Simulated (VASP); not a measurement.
Wanted: the native input for a VASP 6.6.1 run.

```
Task                   : electric field gradients
Functional             : LDA
Potentials or basis    : VASP PAW LDA potentials, release 64 (Na_pv)
Cutoff                 : 520 eV
k mesh                 : 11 × 11 × 6
Occupations            : fermi-dirac, width 0.05 eV
Spin                   : no spin polarisation
Dipole correction      : no
Further INCAR settings : ALGO = Normal; EDIFF = 1e-08; NBANDS = 14
```

The structure of Na lies in POSCAR:

```
Na
1.0
    3.8165724849      0.0000000000      0.0000000000
   -1.9082862425      3.3052487273      0.0000000000
    0.0000000000      0.0000000000      6.2349829711
Na
2
Direct
    0.3333333333      0.6666666667      0.2500000000
    0.6666666667      0.3333333333      0.7500000000
```

This cell differs from its parent crystal: volume scaled by 1.04.

The input as run:

INCAR

```
PREC     = Accurate       # precision mode
ENCUT    = 520            # plane-wave cutoff, eV
EDIFF    = 1E-8           # SCF threshold, eV
ISMEAR   = -1             # smearing method
SIGMA    = 0.05           # smearing width, eV
LREAL    = False          # projectors in reciprocal space
LASPH    = True           # aspherical terms in the spheres
NELM     = 60             # most SCF steps
ALGO     = Normal         # electronic algorithm
ISIF     = 2              # what is computed and relaxed
LWAVE    = False          # write WAVECAR
LCHARG   = False          # write CHGCAR
LEFG     = True         
NBANDS   = 14             # bands
```

KPOINTS

```
regular mesh
0
Gamma
  11 11 6
```

Potentials or basis: VASP PAW LDA potentials, release 64 (Na_pv).

The run is started by

```console
$ cat potpaw_LDA.64/Na_pv/POTCAR > POTCAR
$ mpirun -np 1 vasp_std > vasp.out
```

It gave:

```json
{"Pressure": "-1.1 GPa", "Band gap on the k mesh": "zero (band 7 reaches 1.75 eV, above the bottom of band 8 at -2.17 eV)"}
```

Caveat: without QUAD_EFG the Cq values of the log hold for a quadrupole moment of 1 mb, not for the nuclei.

Run time: 15 s on 1 thread of Intel(R) Xeon(R) 6975P-C (Granite Rapids), on a shared host, peak memory 0.18 GiB.
